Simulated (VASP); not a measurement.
A run of VASP 6.6.1:

Contents of INCAR:

```
PREC     = Accurate       # precision mode
ENCUT    = 520            # plane-wave cutoff, eV
EDIFF    = 1E-6           # SCF threshold, eV
ISMEAR   = -1             # smearing method
SIGMA    = 0.06122561905347299 # smearing width, eV
LREAL    = F              # projectors in reciprocal space
LASPH    = T              # aspherical terms in the spheres
NELM     = 100            # most SCF steps
ALGO     = Normal         # electronic algorithm
ISIF     = 2              # what is computed and relaxed
LWAVE    = F              # write WAVECAR
LCHARG   = F              # write CHGCAR
GGA      = PE             # functional
NBANDS   = 12             # bands
```

Contents of KPOINTS:

```
Automatic mesh
0
Gamma
  16 16 16
```

POSCAR

```
Ag
1.0
   -1.6618999391      1.6618999391      1.6618999391
    1.6618999391     -1.6618999391      1.6618999391
    1.6618999391      1.6618999391     -1.6618999391
Ag
1
Direct
    0.0000000000      0.0000000000      0.0000000000
```

Potentials or basis: VASP PAW PBE potentials, release 64 (Ag).

Launch:

```console
$ cat potpaw_PBE.64/Ag/POTCAR > POTCAR
$ mpirun -np 1 vasp_std > vasp.out
```

Hardware: 1 thread of Intel(R) Xeon(R) Platinum 8488C (Sapphire Rapids), with other jobs on the host.

Question: How long does it take, and how much memory?

Answer: It took 11 s on 1 thread of Intel(R) Xeon(R) Platinum 8488C (Sapphire Rapids), on a shared host, peak memory 0.16 GiB. Counts: scf iterations 11, k points 145.
